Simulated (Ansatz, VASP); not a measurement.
## Two plane-wave programs on Ru

```
Ru
1.0
     4.26830    0.00000    0.00000
    -2.13415    3.69646    0.00000
     0.00000    0.00000    2.68443
Ru
3
Direct
  0.00000 0.00000 0.00000
  0.33333 0.66667 0.50000
  0.66667 0.33333 0.50000
```

Change from the starting cell: volume scaled by 1, PAW files.

Alike in both runs: task single point; functional PBE; k mesh 9 × 9 × 13; occupations fermi-dirac, width 0.08 eV; no spin polarisation.

```csv
,VASP,Ansatz
version,VASP 6.6.1,Ansatz 0.2.0
potentials or method,"VASP PAW PBE potentials, release 64 (Ru_pv)","PAW with Ansatz's default frozen-core files, scalar-relativistic"
plane-wave cutoff (eV),520,420
valence electrons in the cell,42,48
```

Ansatz gave:

```
pressure (GPa)                                                : 0.0
traceless stress, the component that is largest in VASP (GPa) : 0.00
```

Task: What did VASP give for the same quantities?

Result: Pressure (GPa): 0.0; traceless stress, the component that is largest in VASP (GPa): -0.11.

The functional is the same, so the differences come from potentials, cutoffs and numerics. VASP's potentials hold 42 valence electrons a cell and Ansatz's 48, so a difference there can come from the potentials and not from the codes.
